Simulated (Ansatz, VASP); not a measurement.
## Two plane-wave programs on SnO2

```
CELL_PARAMETERS angstrom
3.23734 1.86908 4.29084
-3.23734 1.86908 4.29084
0.00000 -3.73816 4.29084
ATOMIC_POSITIONS crystal
Sn 0.85996 0.86719 0.86719
Sn 0.36000 0.36718 0.86719
Sn 0.36000 0.86719 0.36718
Sn 0.85998 0.36719 0.36719
O 0.13283 0.61531 0.61531
O 0.63286 0.11537 0.61533
O 0.63286 0.61533 0.11537
O 0.63232 0.59645 0.59645
O 0.13284 0.11536 0.11536
O 0.13238 0.09638 0.59642
O 0.13238 0.59642 0.09638
O 0.63236 0.09642 0.09642
```

Change from the starting cell: mode 20 frozen in at +0.100 Å and mode 26 at -0.035 Å (largest displacements).

Alike in both runs: task single point; functional PBE; dispersion D3(BJ); k mesh 6 × 6 × 6; occupations gaussian, width 0.05 eV; no spin polarisation.

```csv
,VASP,Ansatz
version,VASP 6.6.1,Ansatz 0.2.0
potentials or method,"VASP PAW PBE potentials, release 64 (Sn_d, O), cutoff 520 eV","scalar-relativistic, plane waves, PAW"
valence electrons in the cell,104,104
```

VASP gave:

```
gap on the k mesh at the Fermi level (eV)                     : 1.53
least direct gap on the mesh (eV)                             : 1.53
pressure (GPa)                                                : 2.9
traceless stress, the component that is largest in VASP (GPa) : -4.43
rms of the force components (eV/Å)                            : 0.964
```

Problem. What did Ansatz give for the same quantities?

Solution. gap on the k mesh at the Fermi level (eV): 1.55; least direct gap on the mesh (eV): 1.55; pressure (GPa): 2.2; traceless stress, the component that is largest in VASP (GPa): -4.36; rms of the force components (eV/Å): 0.938.

Atom by atom the forces differ by 0.036 eV/Å (rms over components).
